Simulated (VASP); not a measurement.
Wanted: the native input for a VASP 6.6.1 run.

```
Task                   : single point
Functional             : PBE
Potentials or basis    : VASP PAW PBE potentials, release 64 (Pt, F)
Cutoff                 : 520 eV
k mesh                 : 18 × 18 × 18
Occupations            : gaussian, width 0.1 eV
Spin                   : no spin polarisation
Dipole correction      : no
Further INCAR settings : ALGO = Normal; EDIFF = 1e-06; NBANDS = 20
```

The structure of Pt2F lies in POSCAR:

```
Pt2F
1.0
    1.3779793488      0.7955767480      6.3841904340
   -1.3779793488      0.7955767480      6.3841904340
    0.0000000000     -1.5911534959      6.3841904340
Pt F
2 1
Direct
    0.2274025410      0.2274025410      0.2274025410
    0.4405241294      0.4405241294      0.4405241294
    0.9987733295      0.9987733295      0.9987733295
```

The input as run:

INCAR

```
PREC = Accurate
ENCUT = 520
EDIFF = 1E-6
ISMEAR = 0
SIGMA = 0.1
LREAL = F
LASPH = T
NELM = 100
ALGO = Normal
ISIF = 2
LWAVE = F
LCHARG = F
GGA = PE
NBANDS = 20
```

KPOINTS

```
Automatic mesh
0
Gamma
  18 18 18
```

Potentials or basis: VASP PAW PBE potentials, release 64 (Pt, F).

Run with:

```sh
$ cat potpaw_PBE.64/Pt/POTCAR potpaw_PBE.64/F/POTCAR > POTCAR
$ mpirun -np 1 vasp_std > vasp.out
```

It gave:

The pressure is -0.5 GPa. The largest force is 0.015 eV/Å.

Caveat: an odd number of electrons without spin polarisation forces a metal; a magnetic or distorted state may lie lower.

Wall time 44 min on 1 thread of Oxide Virtual Turin-like Processor, with other jobs on the host, peak memory 0.66 GiB.
